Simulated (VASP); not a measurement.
Wanted: the native input for a VASP 6.6.1 run.

| Item | Value |
| --- | --- |
| Task | single point |
| Functional | LDA |
| Potentials or basis | VASP PAW LDA potentials, release 64 (Hf_pv, O) |
| Cutoff | 600 eV |
| k mesh | 8 × 8 × 8 |
| Occupations | gaussian, width 0.02 eV |
| Spin | no spin polarisation |
| Dipole correction | no |
| Further INCAR settings | ALGO = Normal; EDIFF = 1e-06; NBANDS = 18 |

The structure of HfO2 lies in POSCAR:

```
HfO2
1.0
    0.0000000000      2.5499318049      2.5499318049
    2.5499318049      0.0000000000      2.5499318049
    2.5499318049      2.5499318049      0.0000000000
Hf O
1 2
Direct
    0.0000000000      0.0000000000      0.0000000000
    0.7500000000      0.7500000000      0.7500000000
    0.2500000000      0.2500000000      0.2500000000
```

The input as run:

INCAR

```
ALGO = Normal
EDIFF = 1E-6
ENCUT = 600
GGA_COMPAT = False
ISIF = 2
ISMEAR = 0
LASPH = True
LCHARG = True
LELF = True
LREAL = False
LVHAR = True
LWAVE = False
NBANDS = 18
NELM = 120
PREC = Accurate
SIGMA = 0.02
```

KPOINTS

```
k-points
0
Gamma
  8 8 8
```

Potentials or basis: VASP PAW LDA potentials, release 64 (Hf_pv, O).

The run is started by

```console
$ cat potpaw_LDA.64/Hf_pv/POTCAR potpaw_LDA.64/O/POTCAR > POTCAR
$ mpirun -np 1 vasp_std > vasp.out
```

It gave:

* Pressure: -17.7 GPa
* Band gap on the k mesh: 3.55 eV

Caveat: the cell stands under tension; spin-orbit coupling is left out, which moves the levels of the heavy elements.

It took 33 s on 1 thread of Intel(R) Xeon(R) Platinum 8259CL CPU @ 2.50GHz (Skylake/Cascade Lake), on a shared host, peak memory 0.16 GiB.
